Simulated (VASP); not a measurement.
## Li3Au: single point with LDA

Li3Au:

```
Li Au
1.0
     0.00000    3.03010    3.03010
     3.03010    0.00000    3.03010
     3.03010    3.03010    0.00000
Li Au
3 1
Direct
  0.25000 0.25000 0.25000
  0.75000 0.75000 0.75000
  0.50000 0.50000 0.50000
  0.00000 0.00000 0.00000
```

```
Program             : VASP 6.6.1
Task                : single point
Functional          : LDA
Potentials or basis : VASP PAW LDA potentials, release 64 (Li_sv, Au)
Cutoff              : 520 eV
k mesh              : 12 × 12 × 12
Occupations         : fermi-dirac, width 0.15 eV
Spin                : no spin polarisation
```

- Band gap on the k mesh: zero (bands 10 and 11 overlap by 4.88 eV)

Levels at points of the mesh, in eV from the Fermi level:
```tsv
k point	band 8	band 9	band 10	band 11	band 12	band 13
(0.00, 0.00, 0.00)	-4.34	-4.34	4.22	4.22	4.22	6.34
(0.50, 0.00, 0.00)	-4.21	-3.74	-2.15	3.15	3.15	4.87
(0.50, 0.50, 0.00)	-4.16	-3.22	-1.38	-0.06	-0.06	4.52
```

Run time: 21 s on 1 thread of Intel(R) Xeon(R) 6975P-C (Granite Rapids), with other jobs on the host, peak memory 0.19 GiB.

Caveat: spin-orbit coupling is left out, which moves the levels of the heavy elements.
